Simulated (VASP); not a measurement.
# ZnS (F-43m) in VASP: a series of runs, part 2 of 2

VASP 6.6.1. Earlier steps stand in the parts before.

## 5. Single point, PBE

The input, INCAR:

```
SYSTEM = ZnS
PREC = Accurate ; ENCUT = 500
EDIFF = 1E-6 ; ISMEAR = 0
SIGMA = 0.01 ; LREAL = .False.
LASPH = .True. ; NELM = 120
ALGO = Normal ; ISIF = 2
LWAVE = .False. ; LCHARG = .False.
GGA = PE ; NBANDS = 16
GGA_COMPAT = .False.
```

The input, KPOINTS:

```
regular mesh
0
Gamma
  3 3 3
  0 0 0
```

The input, POSCAR:

```
ZnS
1.0
    0.0000000000      2.7580526800      2.7580526800
    2.7580526800      0.0000000000      2.7580526800
    2.7580526800      2.7580526800      0.0000000000
Zn S
1 1
Direct
    0.0000000000      0.0000000000      0.0000000000
    0.2500000000      0.2500000000      0.2500000000
```

Potentials or basis: VASP PAW PBE potentials, release 64 (Zn, S).

Launch:

```console
> cat potpaw_PBE.64/Zn/POTCAR potpaw_PBE.64/S/POTCAR > POTCAR
> mpirun -np 1 vasp_std > vasp.out
```

OUTCAR:

```text
SYSTEM = ZnS
   PREC = Accurate
   ENCUT = 500
   EDIFF = 1E-6
   ISMEAR = 0
   LREAL = .False.
   LASPH = .True.
   NELM = 120
   ISIF = 2
   GGA = PE

 ion  position               nearest neighbor table
   1  0.000  0.000  0.000-   2 2.39   2 2.39   2 2.39   2 2.39
   2  0.250  0.250  0.250-   1 2.39   1 2.39   1 2.39   1 2.39

  LATTYP: Found a face centered cubic cell.
 ALAT       =     5.5161053600

  Lattice vectors:

 A1 = (   0.0000000000,   2.7580526800,   2.7580526800)
 A2 = (   2.7580526800,   0.0000000000,   2.7580526800)
 A3 = (   2.7580526800,   2.7580526800,   0.0000000000)

Analysis of symmetry for initial positions (statically):
=====================================================================
 Subroutine PRICEL returns:
 Original cell was already a primitive cell.

 Routine SETGRP: Setting up the symmetry group for a
 face centered cubic supercell.

 Subroutine GETGRP returns: Found 24 space group operations
 (whereof 24 operations were pure point group operations)
 out of a pool of 48 trial point group operations.

The static configuration has the point symmetry T_d .

Analysis of symmetry for dynamics (positions and initial velocities):
=====================================================================
 Subroutine PRICEL returns:
 Original cell was already a primitive cell.

 Routine SETGRP: Setting up the symmetry group for a
 face centered cubic supercell.

 Subroutine GETGRP returns: Found 24 space group operations
 (whereof 24 operations were pure point group operations)
 out of a pool of 48 trial point group operations.

The dynamic configuration has the point symmetry T_d .

 Subroutine INISYM returns: Found 24 space group operations
 (whereof 24 operations are pure point group operations),
 and found     1 'primitive' translations

----------------------------------------------------------------------------------------

[... 89 lines left out ...]
   IMIX   =      4    mixing-type and parameters
     AMIX     =   0.40;   BMIX     =  1.00
     AMIX_MAG =   1.60;   BMIX_MAG =  1.00
  volume/ion in A,a.u.               =      20.98       141.58
  Fermi-wavevector in a.u.,A,eV,Ry     =   1.234676  2.333200 20.741069  1.524426
  Thomas-Fermi vector in A             =   2.369357
   LORBIT       =      0    0 simple, 1 ext, 2 COOP (PROOUT), +10 PAW based schemes
   GGA     = PE    functional components
   LHFCALC =     F    Hartree Fock is set to
   AEXX    =    0.0000 exact exchange contribution
   IVDW    =     0    specifies the selected vdW correction
   LEPSILON=     F    determine dielectric tensor
   LRPA    =     F    only Hartree local field effects (RPA)
 non-spin polarized calculation
 Gauss-broadening in eV      SIGMA  =   0.01
  energy-cutoff  :      500.00
  volume of cell :       41.96
 maximum number of plane-waves:      1073
   NGX = 15   NGY = 15   NGZ = 15

 number of electron      17.9999992 magnetization

 Free energy of the ion-electron system (eV)
  ---------------------------------------------------
  ext. energy  EPLUGINS =         0.00000000
  ---------------------------------------------------
  free energy    TOTEN  =        -6.63975435 eV

  energy without entropy =       -6.63975435  energy(sigma->0) =       -6.63975435

 E-fermi :   1.7463     XC(G=0):  -9.3059

 val. band max:        1.6404553095   @ k =   0.0000   0.0000   0.0000
 cond. band min:       3.4529210670   @ k =   0.0000   0.0000   0.0000
 fundamental gap:      1.8124657574
 Fermi energy:         1.7462959759

 k-point     1 :       0.0000    0.0000    0.0000
  band No.  band energies     occupation
      1     -11.0843      2.00000
      2      -4.5570      2.00000
      3      -4.5570      2.00000
      4      -4.5570      2.00000
      5      -4.1389      2.00000
      6      -4.1389      2.00000
[... 53 lines left out ...]
      3      -4.3493      2.00000
      4      -4.1853      2.00000
      5      -4.1255      2.00000
      6      -3.8749      2.00000
[... 8 lines left out ...]
     15      13.1991      0.00000
     16      17.6582      0.00000

------------------------ aborting loop because EDIFF is reached ----------------------------------------

  FORCE on cell =-STRESS in cart. coord.  units (eV):
  Direction    XX          YY          ZZ          XY          YZ          ZX
  --------------------------------------------------------------------------------------
  -------------------------------------------------------------------------------------
  Total       -0.3547518     -0.3547518     -0.3547518      0.0000000      0.0000000     -0.0000000
  in kB      -13.5455787    -13.5455787    -13.5455787      0.0000000      0.0000000     -0.0000000
  external PRESSURE =     -13.5455787 kB  Pullay stress =       0.0000000 kB

 VOLUME and BASIS-vectors are now :
 -----------------------------------------------------------------------------
  energy-cutoff  :      500.00
  volume of cell :       41.96
      direct lattice vectors                 reciprocal lattice vectors
     0.000000000  2.758052680  2.758052680    -0.181287328  0.181287328  0.181287328
     2.758052680  0.000000000  2.758052680     0.181287328 -0.181287328  0.181287328
     2.758052680  2.758052680  0.000000000     0.181287328  0.181287328 -0.181287328

 POSITION                                       TOTAL-FORCE (eV/Angst)
 -----------------------------------------------------------------------------------
      0.00000      0.00000      0.00000         0.000000      0.000000      0.000000
      1.37903      1.37903      1.37903        -0.000000     -0.000000     -0.000000
 -----------------------------------------------------------------------------------
    total drift:                                0.000000      0.000000      0.000001

  FREE ENERGIE OF THE ION-ELECTRON SYSTEM (eV)
  ---------------------------------------------------
  free  energy   TOTEN  =        -6.6397543518 eV

  energy  without entropy=       -6.6397543518  energy(sigma->0) =       -6.63975435
```

stdout:

```text
POSCAR found type information on POSCAR ZnS
 POSCAR found :  2 types and       2 ions
 scaLAPACK will be used
 LDA part: xc-table for (Slater+PW92), standard interpolation
 POSCAR, INCAR and KPOINTS ok, starting setup
 FFT: planning ... GRIDC
 FFT: planning ... GRID_SOFT
 FFT: planning ... GRID
 WAVECAR not read
 entering main loop
```

Wall time 3.2 s (1 thread of AMD EPYC 7R13 (Zen 3), shared host); peak memory 0.12 GiB.

What came out:

```
Free energy            : -6.6398 eV
Pressure               : -1.4 GPa
Band gap on the k mesh : 1.81 eV, direct
```

Levels at points of the mesh, in eV from the valence-band top:
```tsv
k point	band 7	band 8	band 9	band 10	band 11	band 12
(0.00, 0.00, 0.00)	0.00	0.00	0.00	1.81	6.37	6.37
```

Caveat: the k points lie up to 0.66 Å⁻¹ apart.

## 6. Single point, PBE

The input, INCAR:

```
ALGO     = Normal         # electronic algorithm
EDIFF    = 1E-6           # SCF threshold, eV
ENCUT    = 500            # plane-wave cutoff, eV
GGA      = PE             # functional
GGA_COMPAT= False        
ISIF     = 2              # what is computed and relaxed
ISMEAR   = 0              # smearing method
LASPH    = True           # aspherical terms in the spheres
LCHARG   = True           # write CHGCAR
LELF     = True           # ELF
LREAL    = False          # projectors in reciprocal space
LVHAR    = True         
LWAVE    = False          # write WAVECAR
NBANDS   = 16             # bands
NELM     = 120            # most SCF steps
PREC     = Accurate       # precision mode
SIGMA    = 0.01           # smearing width, eV
```

The input, KPOINTS:

```
k-points
0
Gamma
  3 3 3
```

POSCAR is that of step 5.

Potentials or basis: VASP PAW PBE potentials, release 64 (Zn, S).

Launch:

```console
> cat potpaw_PBE.64/Zn/POTCAR potpaw_PBE.64/S/POTCAR > POTCAR
> mpirun -np 1 vasp_std > vasp.out
```

OUTCAR:

```text
EDIFF = 1E-6
   ENCUT = 500
   GGA = PE
   ISIF = 2
   ISMEAR = 0
   LASPH = True
   LREAL = False
   NELM = 120
   PREC = Accurate

 ion  position               nearest neighbor table
   1  0.000  0.000  0.000-   2 2.39   2 2.39   2 2.39   2 2.39
   2  0.250  0.250  0.250-   1 2.39   1 2.39   1 2.39   1 2.39

  LATTYP: Found a face centered cubic cell.
 ALAT       =     5.5161053600

  Lattice vectors:

 A1 = (   0.0000000000,   2.7580526800,   2.7580526800)
[... 239 lines left out ...]
------------------------ aborting loop because EDIFF is reached ----------------------------------------

  FORCE on cell =-STRESS in cart. coord.  units (eV):
  Direction    XX          YY          ZZ          XY          YZ          ZX
  --------------------------------------------------------------------------------------
  -------------------------------------------------------------------------------------
  Total       -0.3547518     -0.3547518     -0.3547518      0.0000000      0.0000000     -0.0000000
  in kB      -13.5455787    -13.5455787    -13.5455787      0.0000000      0.0000000     -0.0000000
  external PRESSURE =     -13.5455787 kB  Pullay stress =       0.0000000 kB

 VOLUME and BASIS-vectors are now :
 -----------------------------------------------------------------------------
  energy-cutoff  :      500.00
  volume of cell :       41.96
      direct lattice vectors                 reciprocal lattice vectors
     0.000000000  2.758052680  2.758052680    -0.181287328  0.181287328  0.181287328
     2.758052680  0.000000000  2.758052680     0.181287328 -0.181287328  0.181287328
     2.758052680  2.758052680  0.000000000     0.181287328  0.181287328 -0.181287328

 POSITION                                       TOTAL-FORCE (eV/Angst)
 -----------------------------------------------------------------------------------
      0.00000      0.00000      0.00000         0.000000      0.000000      0.000000
      1.37903      1.37903      1.37903        -0.000000     -0.000000     -0.000000
 -----------------------------------------------------------------------------------
    total drift:                                0.000000      0.000000      0.000001

  FREE ENERGIE OF THE ION-ELECTRON SYSTEM (eV)
  ---------------------------------------------------
  free  energy   TOTEN  =        -6.6397543518 eV

  energy  without entropy=       -6.6397543518  energy(sigma->0) =       -6.63975435
```

OSZICAR:

```text
N       E                     dE             d eps       ncg     rms          rms(c)
DAV:   1     0.877884198457E+02    0.87788E+02   -0.89365E+03   128   0.131E+03
DAV:   2    -0.149981032072E+01   -0.89288E+02   -0.83341E+02   136   0.251E+02
DAV:   3    -0.706824519987E+01   -0.55684E+01   -0.55471E+01   176   0.618E+01
DAV:   4    -0.712536852679E+01   -0.57123E-01   -0.57118E-01   136   0.640E+00
DAV:   5    -0.712617194633E+01   -0.80342E-03   -0.80337E-03   176   0.716E-01    0.602E+00
DAV:   6    -0.666206060912E+01    0.46411E+00   -0.78824E-01   200   0.295E+01    0.483E+00
DAV:   7    -0.663856072078E+01    0.23500E-01   -0.26618E-01   144   0.422E+00    0.255E+00
DAV:   8    -0.663890928260E+01   -0.34856E-03   -0.56706E-03   144   0.686E-01    0.726E-01
DAV:   9    -0.663951707665E+01   -0.60779E-03   -0.13360E-03   152   0.285E-01    0.115E-01
DAV:  10    -0.663973483895E+01   -0.21776E-03   -0.17223E-04   168   0.128E-01    0.385E-02
DAV:  11    -0.663975259142E+01   -0.17752E-04   -0.43240E-05   144   0.851E-02    0.680E-03
DAV:  12    -0.663975421473E+01   -0.16233E-05   -0.31264E-06   144   0.204E-02    0.369E-03
DAV:  13    -0.663975435180E+01   -0.13707E-06   -0.63190E-07   136   0.870E-03
   1 F= -.66397544E+01 E0= -.66397544E+01  d E =-.140065E-51
```

Wall time 3.7 s (1 thread of AMD EPYC 7R13 (Zen 3), shared host); peak memory 0.12 GiB.

What came out:

| Item | Value |
| --- | --- |
| Free energy | -6.6398 eV |
| Pressure | -1.4 GPa |
| Band gap on the k mesh | 1.81 eV, direct |

Caveat: the k points lie up to 0.66 Å⁻¹ apart. Expect the measured gap to be larger: semilocal functionals such as PBE lack the derivative discontinuity.

## 7. Summary

| cell | k mesh | gap on the mesh (eV) | pressure (GPa) |
| --- | --- | --- | --- |
| a = 3.900 Å, angles 60.0°, 2 atoms | 2 × 2 × 2 | 1.71 | 2.6 |
| a = 3.747 Å, angles 60.0°, 2 atoms | 3 × 3 × 3 | 2.35 | 8.3 |
| a = 3.900 Å, angles 60.0°, 2 atoms | 3 × 3 × 3 | 1.81 | -1.4 |

Alike in all rows: task single point; level PBE; potentials or basis VASP PAW PBE potentials, release 64 (Zn, S); no spin polarisation; cutoff (eV) 500; smearing gaussian 0.01 eV.

Caveats: all runs use coarse meshes.

Total energies depend on the potentials used, so only differences within one code and one set of settings carry meaning.
